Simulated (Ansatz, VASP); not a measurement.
# Two plane-wave programs on Sr

INCAR

```
SYSTEM = Sr
PREC     = Accurate       ! precision mode
ENCUT    = 520            ! plane-wave cutoff, eV
EDIFF    = 1E-7           ! SCF threshold, eV
ISMEAR   = 0              ! smearing method
SIGMA    = 0.15           ! smearing width, eV
LREAL    = .FALSE.        ! projectors in reciprocal space
LASPH    = .TRUE.         ! aspherical terms in the spheres
NELM     = 100            ! most SCF steps
ALGO     = Fast           ! electronic algorithm
ISIF     = 2              ! what is computed and relaxed
LWAVE    = .FALSE.        ! write WAVECAR
LCHARG   = .FALSE.        ! write CHGCAR
GGA      = PS             ! functional
NBANDS   = 11             ! bands
```

File KPOINTS:

```
regular mesh
0
G
  14 14 14
  0 0 0
```

POSCAR

```
Sr
1.0
   -2.3522500000      2.3522500000      2.4613750000
    2.3522500000     -2.3522500000      2.4613750000
    2.3522500000      2.3522500000     -2.4613750000
Sr
1
Direct
    0.0000000000      0.0000000000      0.0000000000
```

Input for Ansatz:

```yaml
crystal:
  lattice:
    - [-2.35225, 2.35225, 2.461375]
    - [2.35225, -2.35225, 2.461375]
    - [2.35225, 2.35225, -2.461375]
  atoms:
    - { symbol: Sr, position: [0.0, 0.0, 0.0] }
basis:
  ecutwfc: 420
kpoints:
  mp_grid: { grid: [14, 14, 14] }
hamiltonian:
  xc: pbesol
scf:
  occupations: { method: gaussian, width: 0.15 }
output:
  forces: true
  stress: true
  eigenvalues: true
```

Change from the starting cell: strain -0.030 along x and y, +0.015 along z, atoms carried along.

Alike in both runs: task single point; functional PBEsol; k mesh 14 × 14 × 14; occupations gaussian, width 0.15 eV; no spin polarisation.

|  | VASP | Ansatz |
| --- | --- | --- |
| version | VASP 6.6.1 | Ansatz 0.2.0 |
| potentials or method | VASP PAW PBE potentials, release 64 (Sr_sv), cutoff 520 eV | scalar-relativistic, plane waves, PAW |
| valence electrons in the cell | 10 | 10 |

|  | VASP | Ansatz | Ansatz less VASP |
| --- | --- | --- | --- |
| gap on the k mesh at the Fermi level (eV) | none | none | - |
| pressure (GPa) | -0.7 | -0.7 | -0.01 |

VASP's potentials were made for PBE, not for PBEsol. A gap of «none» marks a metal or a gap that the smearing closes.
